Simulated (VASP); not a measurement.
# Fe3Co (P4/mmm) in VASP: a series of runs, part 3 of 3

VASP 6.6.1. The steps go on from the part before.

### Step 4. Single point, PBEsol, collinear spin, ferromagnetic start

INCAR reads:

```
SYSTEM = Fe3Co
PREC = Accurate
ENCUT = 600
EDIFF = 1E-6
ISMEAR = 0
SIGMA = 0.1
LREAL = .FALSE.
LASPH = .TRUE.
NELM = 200
ALGO = Normal
ISIF = 2
LWAVE = .FALSE.
LCHARG = .FALSE.
ISPIN = 2
MAGMOM = 2.6 2.87 2.87 1.99
LORBIT = 11
LMAXMIX = 4
GGA = PS
NBANDS = 28
GGA_COMPAT = .FALSE.
```

KPOINTS reads:

```
regular mesh
0
G
  6 6 6
  0 0 0
```

POSCAR reads:

```
Fe3Co
1.0
    4.0235794450      0.0000000000      0.0000000000
    0.0000000000      4.0235794450      0.0000000000
    0.0000000000      0.0000000000      2.8277051700
Fe Co
3 1
Direct
    0.5000000000      0.5000000000      0.0000000000
    0.5000000000      0.0000000000      0.5000000000
    0.0000000000      0.5000000000      0.5000000000
    0.0000000000      0.0000000000      0.0000000000
```

Potentials or basis: VASP PAW PBE potentials, release 64 (Fe, Co).

Launch:

```sh
> cat potpaw_PBE.64/Fe/POTCAR potpaw_PBE.64/Co/POTCAR > POTCAR
> mpirun -np 1 vasp_std > vasp.out
```

OUTCAR:

```text
SYSTEM = Fe3Co
   PREC = Accurate
   ENCUT = 600
   EDIFF = 1E-6
   ISMEAR = 0
   LREAL = .FALSE.
   LASPH = .TRUE.
   NELM = 200
   ISIF = 2
   ISPIN = 2
   LORBIT = 11
   GGA = PS

 ion  position               nearest neighbor table
   1  0.500  0.500  0.000-   2 2.46   3 2.46   2 2.46   3 2.46   2 2.46   2 2.46   3 2.46   3 2.46
                             4 2.85   4 2.85   4 2.85   4 2.85
   2  0.500  0.000  0.500-   1 2.46   4 2.46   1 2.46   4 2.46   1 2.46   1 2.46   4 2.46   4 2.46
                             3 2.85   3 2.85   3 2.85   3 2.85
   3  0.000  0.500  0.500-   1 2.46   4 2.46   1 2.46   4 2.46   4 2.46   4 2.46   1 2.46   1 2.46
                             2 2.85   2 2.85   2 2.85   2 2.85
   4  0.000  0.000  0.000-   2 2.46   3 2.46   2 2.46   3 2.46   3 2.46   3 2.46   2 2.46   2 2.46
                             1 2.85   1 2.85   1 2.85   1 2.85

  LATTYP: Found a simple tetragonal cell.
 ALAT       =     4.0235794450
 C/A-ratio  =     0.7027834814

  Lattice vectors:

 A1 = (   4.0235794450,   0.0000000000,   0.0000000000)
 A2 = (   0.0000000000,   4.0235794450,   0.0000000000)
 A3 = (   0.0000000000,   0.0000000000,   2.8277051700)

Analysis of symmetry for initial positions (statically):
=====================================================================
[... 1700 lines left out ...]
  -------------------------------------------------------------------------------------
  Total       -2.5625676     -2.5625676     -2.6189313      0.0000000      0.0000000      0.0000000
  in kB      -89.6864079    -89.6864079    -91.6590605      0.0000000      0.0000000      0.0000000
  external PRESSURE =     -90.3439588 kB  Pullay stress =       0.0000000 kB

 VOLUME and BASIS-vectors are now :
 -----------------------------------------------------------------------------
  energy-cutoff  :      600.00
  volume of cell :       45.78
      direct lattice vectors                 reciprocal lattice vectors
     4.023579445  0.000000000  0.000000000     0.248534921  0.000000000  0.000000000
     0.000000000  4.023579445  0.000000000     0.000000000  0.248534921  0.000000000
     0.000000000  0.000000000  2.827705170     0.000000000  0.000000000  0.353643658

 POSITION                                       TOTAL-FORCE (eV/Angst)
 -----------------------------------------------------------------------------------
      2.01179      2.01179      0.00000         0.000000      0.000000      0.000000
      2.01179      0.00000      1.41385         0.000000      0.000000      0.000000
      0.00000      2.01179      1.41385         0.000000      0.000000      0.000000
      0.00000      0.00000      0.00000         0.000000      0.000000      0.000000
 -----------------------------------------------------------------------------------
    total drift:                                0.000000     -0.000000     -0.000000

  FREE ENERGIE OF THE ION-ELECTRON SYSTEM (eV)
  ---------------------------------------------------
  free  energy   TOTEN  =       -34.5075822629 eV

  energy  without entropy=      -34.4935481541  energy(sigma->0) =      -34.50056521

 total charge

# of ion       s       p       d       tot
------------------------------------------
    1        0.484   0.522   6.266   7.272
    2        0.482   0.532   6.199   7.212
    3        0.482   0.532   6.199   7.212
    4        0.485   0.520   7.237   8.241
--------------------------------------------------
tot          1.932   2.105  25.901  29.938

 magnetization (x)

# of ion       s       p       d       tot
------------------------------------------
    1       -0.010  -0.053   2.312   2.249
    2       -0.009  -0.054   2.598   2.535
    3       -0.009  -0.054   2.598   2.535
    4       -0.020  -0.063   1.793   1.711
--------------------------------------------------
tot         -0.047  -0.223   9.301   9.030
```

OSZICAR:

```text
N       E                     dE             d eps       ncg     rms          rms(c)
DAV:   1     0.246678045045E+03    0.24668E+03   -0.15291E+04  4480   0.169E+03
DAV:   2    -0.234494131525E+02   -0.27013E+03   -0.25344E+03  4480   0.328E+02
DAV:   3    -0.388032310820E+02   -0.15354E+02   -0.14122E+02  4764   0.107E+02
DAV:   4    -0.390597308976E+02   -0.25650E+00   -0.25601E+00  5096   0.148E+01
DAV:   5    -0.390674752310E+02   -0.77443E-02   -0.77432E-02  5588   0.197E+00    0.234E+01
DAV:   6    -0.357905232827E+02    0.32770E+01   -0.34294E+01  4788   0.883E+01    0.189E+01
DAV:   7    -0.418531190271E+02   -0.60626E+01   -0.42044E+01  5088   0.113E+02    0.379E+01
DAV:   8    -0.353218320821E+02    0.65313E+01   -0.21221E+01  5624   0.693E+01    0.153E+01
DAV:   9    -0.343451211557E+02    0.97671E+00   -0.39329E+00  6508   0.334E+01    0.694E+00
DAV:  10    -0.345027803037E+02   -0.15766E+00   -0.48142E-01  5080   0.106E+01    0.334E+00
DAV:  11    -0.345133900205E+02   -0.10610E-01   -0.15221E-01  6132   0.502E+00    0.210E+00
DAV:  12    -0.345098750981E+02    0.35149E-02   -0.14331E-02  5516   0.187E+00    0.118E+00
DAV:  13    -0.345075210252E+02    0.23541E-02   -0.15192E-02  6800   0.216E+00    0.290E-01
DAV:  14    -0.345075791447E+02   -0.58120E-04   -0.13581E-03  5304   0.498E-01    0.126E-01
DAV:  15    -0.345075908909E+02   -0.11746E-04   -0.14402E-04  5692   0.144E-01    0.620E-02
DAV:  16    -0.345075826110E+02    0.82799E-05   -0.43593E-05  4976   0.124E-01    0.234E-02
DAV:  17    -0.345075822629E+02    0.34808E-06   -0.67881E-06  4432   0.360E-02
   1 F= -.34507582E+02 E0= -.34500565E+02  d E =-.140341E-01  mag=     9.0315
```

stdout:

```text
POSCAR found type information on POSCAR FeCo
 POSCAR found :  2 types and       4 ions
 scaLAPACK will be used
 -----------------------------------------------------------------------------
|                                                                             |
|                                                                             |
|     You enforced a specific xc type in the INCAR file but a different       |
|     I HOPE YOU KNOW WHAT YOU ARE DOING!                                     |
|                                                                             |
 -----------------------------------------------------------------------------

 LDA part: xc-table for (Slater+PW92), standard interpolation
 POSCAR, INCAR and KPOINTS ok, starting setup
 FFT: planning ... GRIDC
 FFT: planning ... GRID_SOFT
 FFT: planning ... GRID
 WAVECAR not read
 entering main loop
```

Wall time 2 min (1 thread of Oxide Virtual Turin-like, shared host); peak memory 0.2 GiB.

Results:

```yaml
Free_energy: -34.5076 eV
Pressure: -9.0 GPa
Band_gap_on_the_k_mesh: zero (filled and empty bands overlap)
Net_moment: 9.03 μB per cell
Site_moments: Fe +2.25, +2.54 (each value once); Co +1.71 μB
Valence_electrons_inside_the_program's_atomic_spheres: Fe 7.27, 7.21 (each value once); Co 8.24
```

Stress tensor (GPa, compression positive):
```
-8.97  0.00  0.00
 0.00 -8.97  0.00
 0.00  0.00 -9.17
```

Caveat: the k points lie up to 0.37 Å⁻¹ apart, too coarse for converged energies and pressures of a metal; the PAW data sets were made with another functional, which shifts forces and pressure a little.

### Step 5. The runs side by side

```csv
k mesh,smearing,gap on the mesh (eV),pressure (GPa),moment (μB)
5 × 5 × 7,gaussian 0.2 eV,none,-8.2,9.23
5 × 5 × 7,gaussian 0.4 eV,none,-8.6,9.09
6 × 6 × 6,gaussian 0.1 eV,none,-9.0,9.03
```

Alike in all rows: task single point; level PBEsol; potentials or basis VASP PAW PBE potentials, release 64 (Fe, Co); spin collinear, ferromagnetic start; cell as given; cutoff (eV) 600.

Caveats: some runs use coarse meshes; the PAW data sets were made with another functional, which shifts forces and pressure a little; the cell stands under tension (at least some runs); so wide a smearing shifts energies and pressures (at least some runs).

Absolute energies hang on the potentials; compare differences alone.
